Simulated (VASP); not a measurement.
Set up this calculation in VASP 6.6.1, as the native input.

| Property | Result |
| --- | --- |
| Task | single point |
| Functional | PBE |
| Potentials or basis | VASP PAW PBE potentials, release 64 (Ba_sv, Ti_sv, O) |
| Cutoff | 520 eV |
| k mesh | 8 × 8 × 8 |
| Occupations | gaussian, width 0.05 eV |
| Spin | no spin polarisation |
| Hubbard terms | Ti d U = 4.0 eV |
| Dipole correction | no |
| Further INCAR settings | ALGO = Normal; EDIFF = 1e-07; NBANDS = 28 |

The structure of BaTiO3 lies in POSCAR:

```
BaTiO3
1.0
    4.1295728340      0.0000000000      0.0000000000
    0.0000000000      4.1295728340      0.0000000000
    0.0000000000      0.0000000000      4.1295728340
Ba Ti O
1 1 3
Direct
    0.5000000000      0.5000000000      0.5000000000
    0.0000000000      0.0000000000      0.0000000000
    0.5000000000      0.0000000000      0.0000000000
    0.0000000000      0.5000000000      0.0000000000
    0.0000000000      0.0000000000      0.5000000000
```

This cell differs from its parent crystal: the cell strained.

The input as run:

INCAR

```
PREC     = Accurate       # precision mode
ENCUT    = 520            # plane-wave cutoff, eV
EDIFF    = 1E-7           # SCF threshold, eV
ISMEAR   = 0              # smearing method
SIGMA    = 0.05           # smearing width, eV
LREAL    = F              # projectors in reciprocal space
LASPH    = T              # aspherical terms in the spheres
NELM     = 150            # most SCF steps
ALGO     = Normal         # electronic algorithm
ISIF     = 2              # what is computed and relaxed
LWAVE    = F              # write WAVECAR
LCHARG   = F              # write CHGCAR
LMAXMIX  = 4              # l up to which the mixer works
LDAU     = T              # DFT+U
LDAUTYPE = 2            
LDAUL    = -1 2 -1        # shell
LDAUU    = 0 4 0          # U, eV
LDAUJ    = 0 0 0        
LDAUPRINT= 1            
GGA      = PE             # functional
NBANDS   = 28             # bands
```

KPOINTS

```
regular mesh
0
Gamma
  8 8 8
```

Potentials or basis: VASP PAW PBE potentials, release 64 (Ba_sv, Ti_sv, O).

The run is started by

```console
$ cat potpaw_PBE.64/Ba_sv/POTCAR potpaw_PBE.64/Ti_sv/POTCAR potpaw_PBE.64/O/POTCAR > POTCAR
$ mpirun -np 1 vasp_std > vasp.out
```

Results of the run:

```json
{
 "Pressure": "-7.5 GPa",
 "Band gap on the k mesh": "1.99 eV (least direct gap 2.25 eV)"
}
```

Caveat: the cell differs from its parent crystal (the cell strained); the cell stands under tension; spin-orbit coupling is left out, which moves the levels of the heavy elements.

It took 57 s on 1 thread of Intel(R) Xeon(R) Platinum 8488C (Sapphire Rapids) (shared host), peak memory 0.22 GiB.
